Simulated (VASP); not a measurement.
# SiNi3: single point with PBEsol

Crystal: SiNi3.

```
Si Ni
1.0
     3.46125    0.00000    0.00000
     0.00000    3.46125    0.00000
     0.00000    0.00000    3.63431
Si Ni
1 3
Cartesian
  0.0000 0.0000 0.0000
  0.0000 1.7306 1.8172
  1.7306 0.0000 1.8172
  1.7306 1.7306 0.0000
```

This cell differs from its parent crystal: strain +0.000 along x and y, +0.050 along z.

```
Program                : VASP 6.6.1
Task                   : single point
Functional             : PBEsol
Potentials or basis    : VASP PAW PBE potentials, release 64 (Si, Ni)
Cutoff                 : 520 eV
k mesh                 : 14 × 14 × 14
Occupations            : gaussian, width 0.15 eV
Spin                   : no spin polarisation
Dipole correction      : no
Further INCAR settings : ALGO = Fast; EDIFF = 1e-06; NBANDS = 25
```

```json
{
  "Pressure": "-10.0 GPa",
  "Band gap on the k mesh": "zero (bands 17 and 18 overlap by 0.37 eV)"
}
```

Stress tensor (GPa, compression positive):
```
 -7.31   0.00   0.00
  0.00  -7.31   0.00
  0.00   0.00 -15.50
```

Levels at points of the mesh, in eV from the Fermi level:
```tsv
k point	band 15	band 16	band 17	band 18	band 19	band 20
(0.00, 0.00, 0.00)	-0.49	-0.31	-0.07	-0.07	0.15	4.58
(0.50, 0.00, 0.00)	-1.14	-0.63	-0.07	3.35	3.94	4.71
(0.50, 0.50, 0.00)	-1.02	-1.01	-0.87	0.72	0.72	5.31
(0.00, 0.00, 0.50)	-1.15	-0.43	0.15	3.43	3.43	5.35
(0.50, 0.00, 0.50)	-1.16	-1.02	-1.01	0.57	0.57	5.66
(0.50, 0.50, 0.50)	-1.10	-0.43	-0.28	-0.20	-0.20	1.17
```

Wall time 3.4 min on 1 thread of Intel(R) Xeon(R) 6975P-C (Granite Rapids), with other jobs on the host, peak memory 0.35 GiB.

Caveat: the cell differs from its parent crystal (strain +0.000 along x and y, +0.050 along z); the cell stands under tension; the PAW data sets were made with another functional, which shifts forces and pressure a little. Spin polarisation is off, so any magnetic state and its effect on volume and gap are missing.
